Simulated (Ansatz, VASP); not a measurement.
**Pt: VASP beside Ansatz**

```
Pt
1.0
     2.56693    0.00000    0.00000
     0.00000    2.56693    0.00000
     0.00000    0.00000    2.56693
Pt
1
Direct
  0.00000 0.00000 0.00000
```

Alike in both runs: task relaxation of cell and atoms; functional PBE; k mesh 16 × 16 × 16; occupations fermi-dirac, width 0.05 eV; no spin polarisation.

|  | VASP | Ansatz |
| --- | --- | --- |
| version | VASP 6.6.1 | Ansatz 0.2.0 |
| potentials or method | VASP PAW PBE potentials, release 64 (Pt) | PAW with Ansatz's default frozen-core files, scalar-relativistic |
| plane-wave cutoff (eV) | 600 | 420 |
| valence electrons in the cell | 10 | 18 |

```csv
,VASP,Ansatz,Ansatz less VASP
relaxed volume (Å³/atom),18.03,18.07,+0.045
relaxed cell length with the largest relative difference (Å),2.622,2.624,+0.0022
```

VASP's potentials hold 10 valence electrons a cell and Ansatz's 18, so a difference there can come from the potentials and not from the codes.

Spin-orbit coupling is off throughout.
